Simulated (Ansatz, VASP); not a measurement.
# Two plane-wave programs on SnSe

```
Sn Se
1.0
     0.00000    2.97275    2.97275
     2.97275    0.00000    2.97275
     2.97275    2.97275    0.00000
Sn Se
1 1
Direct
  0.00000 0.00000 0.00000
  0.45585 0.45585 0.54415
```

Change from the starting cell: all Se atoms moved +0.263 Å, as atom 2 towards its neighbour atom 1 (Sn) at 2.973 Å.

Alike in both runs: task single point; functional PBEsol; k mesh 8 × 8 × 8; occupations gaussian, width 0.05 eV; no spin polarisation.

```csv
,VASP,Ansatz
version,VASP 6.6.1,Ansatz 0.2.0
potentials or method,"VASP PAW PBE potentials, release 64 (Sn_d, Se), cutoff 520 eV","scalar-relativistic, plane waves, PAW"
valence electrons in the cell,20,30
```

Ansatz gave:

```
gap on the k mesh at the Fermi level (eV)                     : 0.82
least direct gap on the mesh (eV)                             : 0.88
pressure (GPa)                                                : 1.2
traceless stress, the component that is largest in VASP (GPa) : 1.72
rms of the force components (eV/Å)                            : 0.209
```

Question: What did VASP give for the same quantities?

Answer: gap on the k mesh at the Fermi level (eV): 0.82; least direct gap on the mesh (eV): 0.88; pressure (GPa): 1.2; traceless stress, the component that is largest in VASP (GPa): 1.75; rms of the force components (eV/Å): 0.215.

VASP's potentials were made for PBE, not for PBEsol. Atom by atom the forces differ by 0.006 eV/Å (rms over components). VASP's potentials hold 20 valence electrons a cell and Ansatz's 30, so a difference there can come from the potentials and not from the codes.
